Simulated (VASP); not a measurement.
**ZnSe: single point with r2SCAN**

ZnSe:

```xyz
2
Lattice="0.0000 2.8413 2.8413 2.8413 0.0000 2.8413 2.8413 2.8413 0.0000" Properties=species:S:1:pos:R:3 pbc="T T T"
Zn    0.0000    0.0000    0.0000
Se    4.2619    4.2619    4.2619
```

This cell differs from its parent crystal: strained.

| Item | Value |
| --- | --- |
| Program | VASP 6.6.1 |
| Task | single point |
| Functional | r2SCAN |
| Potentials or basis | VASP PAW PBE potentials, release 64 (Zn, Se) |
| Cutoff | 520 eV |
| k mesh | 8 × 8 × 8 |
| Occupations | gaussian, width 0.02 eV |
| Spin | no spin polarisation |
| Dipole correction | no |
| Further INCAR settings | ALGO = Normal; EDIFF = 1e-07; NBANDS = 16 |

- Pressure: -0.5 GPa
- Band gap on the k mesh: 1.83 eV

Levels at points of the mesh, in eV from the valence-band top:
```tsv
k point	band 7	band 8	band 9	band 10	band 11	band 12
(0.00, 0.00, 0.00)	0.00	0.00	0.00	1.83	6.32	6.32
(0.50, 0.00, 0.00)	-5.25	-0.87	-0.87	3.04	6.87	6.87
(0.50, 0.50, 0.00)	-4.76	-2.20	-2.20	3.35	3.87	11.44
```

Wall time 2.3 min on 1 thread of Intel Xeon 8259CL (shared host), peak memory 0.18 GiB.

Caveat: the cell differs from its parent crystal (strained); the PAW data sets were made with another functional, which shifts forces and pressure a little.
